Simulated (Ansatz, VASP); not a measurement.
Two plane-wave programs on Zr3H

```
Zr H
1.0
     7.56331    0.00000    0.00000
    -3.78166    6.55002    0.00000
     0.00000    0.00000    3.17344
Zr H
6 2
Direct
  0.20180 0.40360 0.25000
  0.59640 0.79820 0.25000
  0.20180 0.79820 0.25000
  0.79820 0.59640 0.75000
  0.40360 0.20180 0.75000
  0.79820 0.20180 0.75000
  0.33333 0.66667 0.75000
  0.66667 0.33333 0.25000
```

Change from the starting cell: species swapped into the SmTm3 type (P6_3/mmc, No. 194).

Alike in both runs: functional PBE; k mesh 6 × 6 × 12; occupations gaussian, width 0.1 eV; no spin polarisation.

Ansatz relaxed the structure, and its values are those at the end. VASP's run is a single point on that final structure, the one shown.

|  | VASP | Ansatz |
| --- | --- | --- |
| version | VASP 6.6.1 | Ansatz 0.2.0 |
| potentials or method | VASP PAW PBE potentials, release 64 (Zr_sv, H), cutoff 520 eV | scalar-relativistic, plane waves, PAW |
| valence electrons in the cell | 74 | 74 |

```csv
,VASP,Ansatz,Ansatz less VASP
gap on the k mesh at the Fermi level (eV),none,none,-
pressure (GPa),0.0,0.0,0.00
```

A gap of «none» marks a metal or a gap that the smearing closes.
